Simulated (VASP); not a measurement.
Crystal: Be2CdS.

```
Be Cd S
1.0
     3.61715    0.00000    0.00000
    -1.80857    3.13254    0.00000
     0.00000    0.00000    5.39714
Be Cd S
2 1 1
Direct
  0.66667 0.33333 0.73526
  0.66667 0.33333 0.26474
  0.33333 0.66667 0.50000
  0.00000 0.00000 0.00000
```

- Program: VASP 6.6.1
- Task: relaxation of cell and atoms
- Functional: PBE
- Potentials or basis: VASP PAW PBE potentials, release 64 (Be, Cd, S)
- Cutoff: 600 eV
- k mesh: 6 × 6 × 4
- Occupations: gaussian, width 0.1 eV
- Spin: no spin polarisation

At the start: pressure -1.3 GPa; volume 15.29 Å³/atom.

Problem. Where does the relaxation end?

Solution. Over 25 steps the energy falls by 307.2 meV/atom and the volume is 14.50 Å³/atom (-5.2 %); space group P-6m2 (No. 187, to 0.05 Å).

Step by step:
```
step  energy change (eV)  largest force (eV/Å)  pressure (GPa)  volume (Å³)
   1              0.0000                1.1084           -1.35        61.15
   2             -0.1136                0.7529           -0.63        60.02
   3             -0.1810                0.3218            1.13        58.07
   4             -0.2524                0.2069           -0.26        58.66
   5             -0.4623                0.3411           -2.78        60.29
   6             -0.1135                3.4503           -1.99        62.92
   7             -0.4523                1.0749           -3.02        60.95
   8             -0.4717                1.1409           -3.05        60.99
   9             -0.5316                1.3255           -3.03        61.07
  10             -0.6619                1.5892           -2.83        61.14
  11             -0.6469                2.5541           -0.40        60.89
  12             -0.7007                2.1261           -1.86        61.07
  13             -0.8186                1.8905           -1.64        60.83
  14             -1.0220                1.4353            0.04        59.91
  15             -1.0339                1.2842            1.01        59.43
  16             -1.0362                1.3284            0.74        59.57
  17             -1.0868                1.1123           -0.08        59.80
  18             -1.1772                0.5077           -2.16        60.48
  19             -1.1285                0.4887           -4.93        61.82
  20             -1.1913                0.1503           -3.31        60.95
  21             -1.2206                0.0438           -1.69        59.31
  22             -1.2284                0.0412           -0.33        58.11
  23             -1.2285                0.0507           -0.17        57.98
  24             -1.2285                0.0463           -0.26        58.04
  25             -1.2287                0.0178           -0.18        57.99
```

Final structure:
```
Be Cd S
1.0
     3.16097    0.00000    0.00000
    -1.58049    2.73748    0.00000
     0.00000    0.00000    6.70160
Be Cd S
2 1 1
Direct
  0.66667 0.33333 0.81707
  0.66667 0.33333 0.18293
  0.33333 0.66667 0.50000
  0.00000 0.00000 0.00000
```
